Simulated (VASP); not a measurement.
A run of VASP 6.6.1 is set up as follows.

The input INCAR:

```
PREC     = Accurate       # precision mode
ENCUT    = 520            # plane-wave cutoff, eV
EDIFF    = 1E-7           # SCF threshold, eV
ISMEAR   = 0              # smearing method
SIGMA    = 0.05           # smearing width, eV
LREAL    = Auto         
LASPH    = T              # aspherical terms in the spheres
NELM     = 150            # most SCF steps
ALGO     = Normal         # electronic algorithm
ISIF     = 2              # what is computed and relaxed
LWAVE    = F              # write WAVECAR
LCHARG   = F              # write CHGCAR
LMAXMIX  = 4              # l up to which the mixer works
LDAU     = T              # DFT+U
LDAUTYPE = 2            
LDAUL    = -1 2 -1        # shell
LDAUU    = 0 4 0          # U, eV
LDAUJ    = 0 0 0        
LDAUPRINT= 1            
GGA      = PE             # functional
NBANDS   = 73             # bands
```

Contents of KPOINTS:

```
regular mesh
0
Gamma
  7 7 3
```

The input POSCAR:

```
BaTiO3
1.0
    0.0000000000     -4.0288719406      0.0000000000
    0.0000000000      0.0000000000     -4.0288719406
   14.0866158219      0.0000000000      0.0000000000
Ba Ti O
3 3 9
Direct
    0.5000000000      0.5000000000      0.0714874711
    0.5000000000      0.5000000000      0.3574945570
    0.5000000000      0.5000000000      0.6435016428
    0.0000000000      1.0000000000      0.7865051857
    0.0000000000      1.0000000000      0.2144910140
    0.0000000000      1.0000000000      0.5004980999
    1.0000000000      0.0000000000      0.0714874711
    1.0000000000      0.0000000000      0.3574945570
    1.0000000000      0.0000000000      0.6435016428
    0.5000000000      0.0000000000      0.2144910140
    0.5000000000      0.0000000000      0.5004980999
    0.5000000000      0.0000000000      0.7865051857
    0.0000000000      0.5000000000      0.2144910140
    0.0000000000      0.5000000000      0.5004980999
    0.0000000000      0.5000000000      0.7865051857
```

Potentials or basis: VASP PAW PBE potentials, release 64 (Ba_sv, Ti_sv, O).

Run with:

```console
$ cat potpaw_PBE.64/Ba_sv/POTCAR potpaw_PBE.64/Ti_sv/POTCAR potpaw_PBE.64/O/POTCAR > POTCAR
$ mpirun -np 1 vasp_std > vasp.out
```

**Question.** What does it give for the largest force?

**Answer.** 2.291 eV/Å.

**Question.** Estimate the pressure.

**Answer.** -1.3 GPa.

**Question.** What does it give for the band gap on the k mesh?

**Answer.** 1.72 eV (least direct gap 1.94 eV).

Stress tensor (GPa, compression positive):
```
-1.18  0.00  0.00
 0.00 -1.30  0.00
 0.00  0.00 -1.30
```

Caveat: the cell differs from its parent crystal (the distance across one plane changed); spin-orbit coupling is left out, which moves the levels of the heavy elements; forces of over 1 eV/Å act on the atoms, so gaps and moduli don't describe the material at rest. A k mesh can miss the band edges.
